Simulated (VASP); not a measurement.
Crystal: Al3NiPd2.

```
CELL_PARAMETERS angstrom
4.27108 0.00000 0.00000
-2.13554 3.69886 0.00000
0.00000 0.00000 5.24303
ATOMIC_POSITIONS crystal
Al 0.66667 0.33333 0.84415
Al 0.33333 0.66667 0.15585
Al 0.00000 0.00000 0.50000
Ni 0.00000 0.00000 0.00000
Pd 0.33333 0.66667 0.66755
Pd 0.66667 0.33333 0.33245
```

Base run:

* Program: VASP 6.6.1
* Functional: PBE
* Potentials or basis: VASP PAW PBE potentials, release 64 (Al, Ni, Pd)
* Cutoff: 520 eV
* k mesh: 12 × 12 × 8
* Occupations: gaussian, width 0.1 eV
* Spin: no spin polarisation

Its results: pressure 0.1 GPa; largest force 0.004 eV/Å.

Problem. The run is repeated on the same cell with these changes: functional from PBE to r2SCAN; further incar settings from ALGO = Fast; EDIFF = 1e-07; NBANDS = 28 to ALGO = Normal; EDIFF = 1e-07; NBANDS = 28. What comes out?

Solution. Pressure -4.2 GPa; largest force 0.019 eV/Å.

Caveats: the PAW data sets were made with another functional, which shifts forces and pressure a little (some runs).
